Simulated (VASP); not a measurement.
# Ba (a cell with a defect) in VASP: single point with PBE+D3(BJ)

Aim: the single point of Ba (a cell with a defect) with PBE+D3(BJ).

Program: VASP 6.6.1. These are calculated values, not measurements. Logs are shortened: lines on timing, memory, paths and dates and some standing lists are left out, and cuts for length are marked.

### Step 1. The cell of the first run

The cell holds a defect, 17 atoms: a = 10.040 Å, b = 10.040 Å, c = 10.040 Å, α = 90.00°, β = 90.00°, γ = 90.00°.

### Step 2. Single point, PBE+D3(BJ)

INCAR

```
PREC = Accurate
ENCUT = 400
EDIFF = 1E-6
ISMEAR = 0
SIGMA = 0.15
LREAL = False
LASPH = True
NELM = 120
ALGO = Normal
ISIF = 2
LWAVE = False
LCHARG = False
GGA = PE
IVDW = 12
NBANDS = 99
GGA_COMPAT = False
```

KPOINTS

```
Automatic mesh
0
Gamma
  2 2 2
```

POSCAR

```
Ba
1.0
   10.0400000000      0.0000000000      0.0000000000
    0.0000000000     10.0400000000      0.0000000000
    0.0000000000      0.0000000000     10.0400000000
Ba
17
Direct
   -0.0102828038     -0.0408380864     -0.0473374762
    0.5095104921      0.0085536267      0.0035129036
   -0.0061520958      0.4901976762      0.0021155941
    0.0108359321     -0.0407660550      0.5472927172
    0.2972801558      0.2901110680      0.2397213081
    0.5108258238      0.5122009752     -0.0138748303
    0.4906654746      0.0085238376      0.4968042948
    0.7027235200      0.2901546357      0.2608313818
    0.0063690516      0.4900135379      0.4981144594
    0.2481667004      0.7596909699      0.2438184493
    0.2469285463      0.2411176153      0.7595664727
    0.4894417986      0.5123437245      0.5142255989
    0.7520434513      0.7596246070      0.2564033163
    0.7533530823      0.2410249898      0.7408015584
    0.2647035665      0.7376815119      0.7608368245
    0.7355944187      0.7378449454      0.7394413288
   -0.0000695346      0.1245750701      0.2498484684
```

Potentials or basis: VASP PAW PBE potentials, release 64 (Ba_sv).

Command:

```
$ cat potpaw_PBE.64/Ba_sv/POTCAR > POTCAR
$ mpirun -np 1 vasp_std > vasp.out
```

OUTCAR:

```text
PREC = Accurate
   ENCUT = 400
   EDIFF = 1E-6
   ISMEAR = 0
   LREAL = False
   LASPH = True
   NELM = 120
   ISIF = 2
   GGA = PE
   IVDW = 12
 IVDW          = 12

 ion  position               nearest neighbor table
   1  0.990  0.959  0.953-  17 3.42  16 4.00  15 4.03   4 4.08  14 4.26  11 4.29  13 4.36  10 4.39
                             3 4.73
   2  0.510  0.009  0.004-   5 4.26  14 4.29  11 4.29   8 4.29  13 4.32  10 4.35  15 4.40  16 4.42

   3  0.994  0.490  0.002-  11 4.32  14 4.36   5 4.36   8 4.40  15 4.41  17 4.43  13 4.44  10 4.44
                            16 4.46   1 4.73
   4  0.011  0.959  0.547-  17 3.42  15 4.01  16 4.04   1 4.08  11 4.26  14 4.30  10 4.36  13 4.39
                             9 4.74
   5  0.297  0.290  0.240-  17 3.42   6 4.01  12 4.04   8 4.08   2 4.26   7 4.29   3 4.36   9 4.39
                            10 4.74
   6  0.511  0.512  0.986-   5 4.01   8 4.04  15 4.04  16 4.04  13 4.40  14 4.41  11 4.43  10 4.45
                            12 4.74
   7  0.491  0.009  0.497-   8 4.26  11 4.29  14 4.29   5 4.29  10 4.32  13 4.35  16 4.40  15 4.42
[... 15 lines left out ...]
  15  0.265  0.738  0.761-   4 4.01   1 4.03  12 4.04   6 4.04   2 4.40   3 4.41   7 4.42   9 4.46
                            16 4.73
  16  0.736  0.738  0.739-   1 4.00   4 4.04  12 4.04   6 4.04   7 4.40   9 4.41   2 4.42   3 4.46
                            15 4.73
  17  1.000  0.125  0.250-   1 3.42   8 3.42   5 3.42   4 3.42  13 4.43  10 4.43   3 4.43   9 4.44

  LATTYP: Found a simple cubic cell.
 ALAT       =    10.0400000000

  Lattice vectors:

 A1 = (  10.0400000000,   0.0000000000,   0.0000000000)
 A2 = (   0.0000000000,  10.0400000000,   0.0000000000)
 A3 = (   0.0000000000,   0.0000000000,  10.0400000000)

Analysis of symmetry for initial positions (statically):
=====================================================================
 Subroutine PRICEL returns:
 Original cell was already a primitive cell.

 Routine SETGRP: Setting up the symmetry group for a
 simple cubic supercell.

 Subroutine GETGRP returns: Found  1 space group operations
 (whereof  1 operations were pure point group operations)
 out of a pool of 48 trial point group operations.

The static configuration has the point symmetry C_1 .

Analysis of symmetry for dynamics (positions and initial velocities):
=====================================================================
 Subroutine PRICEL returns:
 Original cell was already a primitive cell.

 Routine SETGRP: Setting up the symmetry group for a
 simple cubic supercell.

 Subroutine GETGRP returns: Found  1 space group operations
 (whereof  1 operations were pure point group operations)
[... 123 lines left out ...]
   POTIM  = 0.5000    time-step for ionic-motion
   TEBEG  =    0.0;   TEEND  =   0.0 temperature during run
   PSTRESS=    0.0 pullay stress
   NELECT =     170.0000    total number of electrons
   NUPDOWN=      -1.0000    fix difference up-down
   EMIN   =  10.00;   EMAX   =-10.00  energy-range for DOS
   EFERMI =   0.00;   METHOD = LEGACY
   ISMEAR =     0;   SIGMA  =   0.15  broadening in eV -4-tet -1-fermi 0-gaus
   EFERMI_NEDOS =   21; number of points for ismear=-14 and -15
   IALGO  =     38    algorithm
   IMIX   =      4    mixing-type and parameters
     AMIX     =   0.40;   BMIX     =  1.00
     AMIX_MAG =   1.60;   BMIX_MAG =  1.00
  volume/ion in A,a.u.               =      59.53       401.74
  Fermi-wavevector in a.u.,A,eV,Ry     =   0.903284  1.706958 11.101281  0.815921
  Thomas-Fermi vector in A             =   2.026590
   LORBIT       =      0    0 simple, 1 ext, 2 COOP (PROOUT), +10 PAW based schemes
   GGA     = PE    functional components
   LHFCALC =     F    Hartree Fock is set to
   AEXX    =    0.0000 exact exchange contribution
   IVDW    =    12    specifies the selected vdW correction
   LEPSILON=     F    determine dielectric tensor
   LRPA    =     F    only Hartree local field effects (RPA)
 non-spin polarized calculation
 Gauss-broadening in eV      SIGMA  =   0.15
  energy-cutoff  :      400.00
  volume of cell :     1012.05
 maximum number of plane-waves:     18400
 NGX is ok and might be reduce to    70
   NGX = 33   NGY = 33   NGZ = 33

 number of electron     169.9999999 magnetization

 Free energy of the ion-electron system (eV)
  ---------------------------------------------------
  ext. energy  EPLUGINS =         0.00000000
  ---------------------------------------------------
  free energy    TOTEN  =       -30.52284151 eV

  energy without entropy =      -30.26982369  energy(sigma->0) =      -30.39633260

 E-fermi :   1.7970     XC(G=0):  -7.5755

 val. band max:        1.7949387759   @ k =   0.0000   0.0000   0.0000
 cond. band min:       1.8005813635   @ k =   0.5000   0.5000   0.0000
 fundamental gap:      0.0056425876
 Fermi energy:         1.7969967939

 k-point     1 :       0.0000    0.0000    0.0000
  band No.  band energies     occupation
      1     -27.0669      2.00000
      2     -27.0438      2.00000
      3     -27.0425      2.00000
      4     -27.0421      2.00000
      5     -27.0405      2.00000
      6     -27.0397      2.00000
[... 789 lines left out ...]
     96       2.3063      0.00000
     97       2.3373      0.00000
 [bands above 97 left out]

------------------------ aborting loop because EDIFF is reached ----------------------------------------

 Edisp (eV)   -3.58805

 E8    (eV) :    -2.0677

  FORCE on cell =-STRESS in cart. coord.  units (eV):
  Direction    XX          YY          ZZ          XY          YZ          ZX
  --------------------------------------------------------------------------------------
  -------------------------------------------------------------------------------------
  Total       1.84954    -0.03445     1.85005    -0.00549     0.01166     0.00371
  in kB       2.92801    -0.05454     2.92883    -0.00869     0.01846     0.00587
  external pressure =        1.93 kB  Pullay stress =        0.00 kB

 VOLUME and BASIS-vectors are now :
 -----------------------------------------------------------------------------
  energy-cutoff  :      400.00
  volume of cell :     1012.05
      direct lattice vectors                 reciprocal lattice vectors
    10.040000000  0.000000000  0.000000000     0.099601594  0.000000000  0.000000000
     0.000000000 10.040000000  0.000000000     0.000000000  0.099601594  0.000000000
     0.000000000  0.000000000 10.040000000     0.000000000  0.000000000  0.099601594

 POSITION                                       TOTAL-FORCE (eV/Angst)
 -----------------------------------------------------------------------------------
      9.93676      9.62999      9.56473        -0.010227     -0.019476     -0.023620
      5.11549      0.08588      0.03527         0.005254     -0.012581     -0.008433
      9.97823      4.92158      0.02124        -0.004671      0.017786     -0.004228
      0.10879      9.63071      5.49482         0.009533     -0.018804      0.023680
      2.98469      2.91272      2.40680         0.021673      0.021308     -0.010293
      5.12869      5.14250      9.90070         0.005969     -0.000984     -0.002137
[... 9 lines left out ...]
      7.38537      7.40796      7.42399         0.001962     -0.003233     -0.006605
     10.03930      1.25073      2.50848        -0.000383      0.001457      0.000659
 -----------------------------------------------------------------------------------
    total drift:                                0.000046     -0.000046     -0.000018

  FREE ENERGIE OF THE ION-ELECTRON SYSTEM (eV)
  ---------------------------------------------------
  free  energy   TOTEN  =       -34.1108957601 eV

  energy  without entropy=      -33.8578779400  energy(sigma->0) =      -33.98438685
```

stdout:

```text
POSCAR found type information on POSCAR Ba
 POSCAR found :  1 types and      17 ions
 scaLAPACK will be used
 -----------------------------------------------------------------------------
|                                                                             |
|                                                                             |
|     You have a (more or less) 'large supercell' and for larger cells it     |
|     might be more efficient to use real-space projection operators.         |
|     Therefore, try LREAL= Auto in the INCAR file.                           |
|     Mind: For very accurate calculation, you might also keep the            |
|     reciprocal projection scheme (i.e. LREAL=.FALSE.).                      |
|                                                                             |
 -----------------------------------------------------------------------------

 LDA part: xc-table for (Slater+PW92), standard interpolation
 POSCAR, INCAR and KPOINTS ok, starting setup
 FFT: planning ... GRIDC
 FFT: planning ... GRID_SOFT
 FFT: planning ... GRID
 WAVECAR not read
 entering main loop
```

Wall time 16 min (1 thread of Intel Xeon Platinum 8259CL at 2.50GHz (Skylake/Cascade Lake), shared host); peak memory 0.88 GiB.

What came out:

| Item | Value |
| --- | --- |
| Free energy | -34.1109 eV |
| Pressure | 0.2 GPa |
| Largest force | 0.032 eV/Å |
| Band gap on the k mesh | zero (bands 85 and 86 overlap by 0.31 eV) |
| Dispersion energy per atom | -0.211 eV |

Forces on the atoms (eV/Å):
```
Ba  -0.010 -0.019 -0.024
Ba   0.005 -0.013 -0.008
Ba  -0.005  0.018 -0.004
Ba   0.010 -0.019  0.024
Ba   0.022  0.021 -0.010
Ba   0.006 -0.001 -0.002
Ba  -0.005 -0.013  0.009
Ba  -0.021  0.021  0.010
Ba   0.004  0.020  0.005
Ba   0.003 -0.020 -0.005
Ba   0.009  0.014  0.005
Ba  -0.006 -0.002  0.002
Ba  -0.003 -0.018  0.004
Ba  -0.008  0.014 -0.005
Ba  -0.002 -0.002  0.006
Ba   0.002 -0.003 -0.007
Ba   0.000  0.001  0.001
```

Levels at points of the mesh, in eV from the Fermi level:
```
           k point  band 81  band 82  band 83  band 84  band 85  band 86  band 87  band 88  band 89  band 90
(0.00, 0.00, 0.00)    -0.72    -0.52    -0.51    -0.12     0.00     0.29     0.29     0.33     0.53     0.58
(0.50, 0.00, 0.00)    -0.37    -0.32    -0.30    -0.23    -0.17    -0.14     0.06     0.29     0.34     0.45
(0.00, 0.50, 0.00)    -0.35    -0.29    -0.22    -0.22    -0.20    -0.14    -0.02     0.19     0.46     0.46
(0.00, 0.00, 0.50)    -0.37    -0.32    -0.30    -0.23    -0.17    -0.14     0.06     0.29     0.34     0.45
(0.50, 0.50, 0.00)    -0.25    -0.24    -0.21    -0.14    -0.06     0.00     0.11     0.12     0.22     0.30
(0.00, 0.50, 0.50)    -0.25    -0.24    -0.21    -0.14    -0.06     0.00     0.10     0.13     0.22     0.30
(0.50, 0.00, 0.50)    -0.25    -0.24    -0.20    -0.20    -0.04     0.08     0.08     0.08     0.22     0.29
(0.50, 0.50, 0.50)     0.02     0.06     0.06     0.13     0.17     0.19     0.19     0.30     0.31     0.35
```

Caveat: spin-orbit coupling is left out, which moves the levels of the heavy elements.
